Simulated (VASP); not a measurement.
# Zn5S6 in VASP: further runs, part 2 of 2

VASP 6.6.1. Earlier steps stand in the parts before.

### 4 Single point, PBEsol

File INCAR:

```
PREC     = Accurate       # precision mode
ENCUT    = 520            # plane-wave cutoff, eV
EDIFF    = 1E-6           # SCF threshold, eV
ISMEAR   = 1              # smearing method
SIGMA    = 0.2            # smearing width, eV
LREAL    = False          # projectors in reciprocal space
LASPH    = True           # aspherical terms in the spheres
NELM     = 60             # most SCF steps
ALGO     = Normal         # electronic algorithm
ISIF     = 2              # what is computed and relaxed
LWAVE    = False          # write WAVECAR
LCHARG   = False          # write CHGCAR
LDIPOL   = True         
IDIPOL   = 3            
DIPOL    = 0.5 0.5 0.500
GGA      = PS             # functional
NBANDS   = 59             # bands
```

File KPOINTS:

```
regular mesh
0
Gamma
  7 7 1
```

File POSCAR:

```
Zn5S6
1.0
    3.7876303068      0.0000000000      0.0000000000
    0.0000000000      3.7876303068      0.0000000000
    0.0000000000      0.0000000000     28.3912953727
S Zn
6 5
Direct
    0.0000000000      0.5000000000      0.2641654740
    0.5000000000      0.0000000000      0.3584992844
    0.0000000000      0.5000000000      0.4528330948
    0.5000000000      0.0000000000      0.5471669052
    0.0000000000      0.5000000000      0.6415007156
    0.5000000000      0.0000000000      0.7358345260
    0.5000000000      0.5000000000      0.3113323792
    0.0000000000      0.0000000000      0.4056661896
    0.5000000000      0.5000000000      0.5000000000
    0.0000000000      0.0000000000      0.5943338104
    0.5000000000      0.5000000000      0.6886676208
```

Potentials or basis: VASP PAW PBE potentials, release 64 (S, Zn).

Launch:

```bash
$ cat potpaw_PBE.64/S/POTCAR potpaw_PBE.64/Zn/POTCAR > POTCAR
$ mpirun -np 1 vasp_std > vasp.out
```

OUTCAR:

```text
PREC = Accurate
   ENCUT = 520
   EDIFF = 1E-6
   ISMEAR = 1
   LREAL = False
   LASPH = True
   NELM = 60
   ISIF = 2
   GGA = PS

 ion  position               nearest neighbor table
   1  0.000  0.500  0.264-   7 2.32   7 2.32
   2  0.500  0.000  0.358-   7 2.32   7 2.32   8 2.32   8 2.32
   3  0.000  0.500  0.453-   8 2.32   9 2.32   8 2.32   9 2.32
   4  0.500  0.000  0.547-   9 2.32  10 2.32   9 2.32  10 2.32
   5  0.000  0.500  0.642-  11 2.32  11 2.32  10 2.32  10 2.32
   6  0.500  0.000  0.736-  11 2.32  11 2.32
   7  0.500  0.500  0.311-   2 2.32   2 2.32   1 2.32   1 2.32
   8  0.000  0.000  0.406-   2 2.32   3 2.32   3 2.32   2 2.32
   9  0.500  0.500  0.500-   3 2.32   4 2.32   4 2.32   3 2.32
  10  0.000  0.000  0.594-   4 2.32   5 2.32   5 2.32   4 2.32
  11  0.500  0.500  0.689-   5 2.32   5 2.32   6 2.32   6 2.32
[... 834 lines left out ...]
  volume of cell :      407.31
      direct lattice vectors                 reciprocal lattice vectors
     3.787630307  0.000000000  0.000000000     0.264017319  0.000000000  0.000000000
     0.000000000  3.787630307  0.000000000     0.000000000  0.264017319  0.000000000
     0.000000000  0.000000000 28.391295373     0.000000000  0.000000000  0.035222063

 POSITION                                       TOTAL-FORCE (eV/Angst)
 -----------------------------------------------------------------------------------
      0.00000      1.89382      7.50000        -0.000000     -0.000000      0.311198
      1.89382      0.00000     10.17826        -0.000000     -0.000000      0.323528
      0.00000      1.89382     12.85652         0.000000     -0.000000      0.057456
      1.89382      0.00000     15.53478        -0.000000     -0.000000     -0.057456
      0.00000      1.89382     18.21304        -0.000000     -0.000000     -0.323528
      1.89382      0.00000     20.89130        -0.000000     -0.000000     -0.311198
      1.89382      1.89382      8.83913        -0.000000     -0.000000     -0.542110
      0.00000      0.00000     11.51739        -0.000000     -0.000000     -0.151526
      1.89382      1.89382     14.19565        -0.000000      0.000000      0.000000
      0.00000      0.00000     16.87391        -0.000000     -0.000000      0.151526
      1.89382      1.89382     19.55217        -0.000000     -0.000000      0.542110
 -----------------------------------------------------------------------------------
    total drift:                                0.000000      0.000000      0.000000

  FREE ENERGIE OF THE ION-ELECTRON SYSTEM (eV)
  ---------------------------------------------------
  free  energy   TOTEN  =       -39.4191471585 eV

  energy  without entropy=      -39.4211603040  energy(sigma->0) =      -39.41981821

 vacuum level on the upper side and lower side of the slab         4.899         4.899
```

OSZICAR:

```text
N       E                     dE             d eps       ncg     rms          rms(c)
DAV:   1     0.757129150463E+03    0.75713E+03   -0.41545E+04  1204   0.159E+03
DAV:   2     0.664543845887E+02   -0.69067E+03   -0.66428E+03  1348   0.367E+02
DAV:   3    -0.355739378208E+02   -0.10203E+03   -0.10075E+03  1306   0.148E+02
DAV:   4    -0.414003368336E+02   -0.58264E+01   -0.57823E+01  1389   0.333E+01
[... 15 lines left out ...]
DAV:  20    -0.394191318754E+02   -0.44196E-04   -0.66182E-06   968   0.187E-02    0.329E-03
DAV:  21    -0.394191349935E+02   -0.31181E-05   -0.36077E-07   904   0.868E-03    0.187E-03
DAV:  22    -0.394191454185E+02   -0.10425E-04   -0.18348E-06   930   0.116E-02    0.748E-04
DAV:  23    -0.394191468809E+02   -0.14624E-05   -0.27134E-07   896   0.639E-03    0.121E-03
DAV:  24    -0.394191471585E+02   -0.27763E-06   -0.63340E-08   786   0.162E-03
   1 F= -.39419147E+02 E0= -.39419818E+02  d E =0.201315E-02
```

Run time: 11 min. Hardware: 1 thread of Intel Xeon 8259CL, shared host; peak memory 0.52 GiB.

What came out:

* Free energy: -39.4191 eV
* Largest force: 0.542 eV/Å
* Band gap on the k mesh: zero (bands 48 and 49 overlap by 1.25 eV)

Forces on the atoms (eV/Å):
```
S    0.000  0.000  0.311
S    0.000  0.000  0.324
S    0.000  0.000  0.057
S    0.000  0.000 -0.057
S    0.000  0.000 -0.324
S    0.000  0.000 -0.311
Zn   0.000  0.000 -0.542
Zn   0.000  0.000 -0.152
Zn   0.000  0.000  0.000
Zn   0.000  0.000  0.152
Zn   0.000  0.000  0.542
```

Caveat: the PAW data sets were made with another functional, which shifts forces and pressure a little.

### 5 Single point, PBEsol

File INCAR:

```
ALGO = Normal
EDIFF = 1E-6
ENCUT = 520
GGA = PS
ISIF = 2
ISMEAR = 0
LASPH = True
LCHARG = False
LREAL = False
LWAVE = False
NBANDS = 59
NELM = 60
PREC = Accurate
SIGMA = 0.05
```

File KPOINTS:

```
k-points
0
Gamma
  7 7 1
```

POSCAR is that of step 4.

Launch:

```bash
$ cat potpaw_PBE.64/S/POTCAR potpaw_PBE.64/Zn/POTCAR > POTCAR
$ mpirun -np 1 vasp_std > vasp.out
```

Run time: 9.9 min. Hardware: 1 thread of Intel Xeon 8259CL, shared host; peak memory 0.53 GiB.

Results (log left out):

| Property | Result |
| --- | --- |
| Free energy | -39.4287 eV |
| Largest force | 0.533 eV/Å |
| Band gap on the k mesh | zero (bands 48 and 49 overlap by 1.25 eV) |

Forces on the atoms (eV/Å):
```
S    0.000  0.000  0.302
S    0.000  0.000  0.318
S    0.000  0.000  0.058
S    0.000  0.000 -0.058
S    0.000  0.000 -0.318
S    0.000  0.000 -0.302
Zn   0.000  0.000 -0.533
Zn   0.000  0.000 -0.146
Zn   0.000  0.000  0.000
Zn   0.000  0.000  0.146
Zn   0.000  0.000  0.533
```

Levels at points of the mesh, in eV from the Fermi level:
| k point | band 44 | band 45 | band 46 | band 47 | band 48 | band 49 | band 50 | band 51 | band 52 | band 53 |
| --- | --- | --- | --- | --- | --- | --- | --- | --- | --- | --- |
| (0.00, 0.00, 0.00) | -0.41 | 0.07 | 0.07 | 0.08 | 0.44 | 0.44 | 2.68 | 3.32 | 3.77 | 3.82 |

Caveat: the PAW data sets were made with another functional, which shifts forces and pressure a little.

### 6 The runs side by side

| cell | smearing | dipole correction | gap on the mesh (eV) | largest force (eV/Å) |
| --- | --- | --- | --- | --- |
| as given, atomic positions A | gaussian 0.05 eV | yes | none | 0.53 |
| as given, atomic positions B | gaussian 0.05 eV | yes | none | 0.01 |
| as given, atomic positions A | methfessel-paxton 0.2 eV | yes | none | 0.54 |
| as given, atomic positions A | gaussian 0.05 eV | no | none | 0.53 |

Alike in all rows: task single point; level PBEsol; potentials or basis VASP PAW PBE potentials, release 64 (S, Zn); no spin polarisation; k mesh 7 × 7 × 1; cutoff (eV) 520.

Caveats: the PAW data sets were made with another functional, which shifts forces and pressure a little.

Total energies depend on the potentials used, so only differences within one code and one set of settings carry meaning.
